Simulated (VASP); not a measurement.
A run of VASP 6.6.1 is set up as follows.

The input INCAR:

```
SYSTEM = Ta4O
ALGO = Normal ; EDIFF = 1E-6
ENCUT = 520 ; GGA = PE
ISIF = 2 ; ISMEAR = 0
LASPH = .True. ; LCHARG = .False.
LREAL = .False. ; LWAVE = .False.
NBANDS = 33 ; NELM = 100
PREC = Accurate ; SIGMA = 0.15
```

Contents of KPOINTS:

```
k-points
0
Gamma
  14 14 8
  0 0 0
```

POSCAR

```
Ta4O
1.0
    3.2547070449      0.0000000000      0.0000000000
    0.0000000000      3.2547070449      0.0000000000
    0.0000000000      0.0000000000      7.5063174775
Ta O
4 1
Direct
    0.0000000000      0.0000000000      0.5000000000
    0.5000000000      0.5000000000      0.7829127273
    0.5000000000      0.5000000000      0.2170872727
    0.0000000000      0.0000000000      0.0000000000
    0.5000000000      0.5000000000      0.5000000000
```

Potentials or basis: VASP PAW PBE potentials, release 64 (Ta_pv, O).

Run with:

```console
$ cat potpaw_PBE.64/Ta_pv/POTCAR potpaw_PBE.64/O/POTCAR > POTCAR
$ mpirun -np 1 vasp_std > vasp.out
```

(1) Estimate the band gap on the k mesh.

(2) What does it give for the pressure?

(3) Estimate the largest force.

Answers

(1) zero (band 25 reaches 6.71 eV, above the bottom of band 26 at 5.72 eV).

(2) -3.2 GPa.

(3) 0.121 eV/Å.

Caveat: the cell differs from its parent crystal (strain +0.000 along x and y, +0.015 along z); spin-orbit coupling is left out, which moves the levels of the heavy elements.
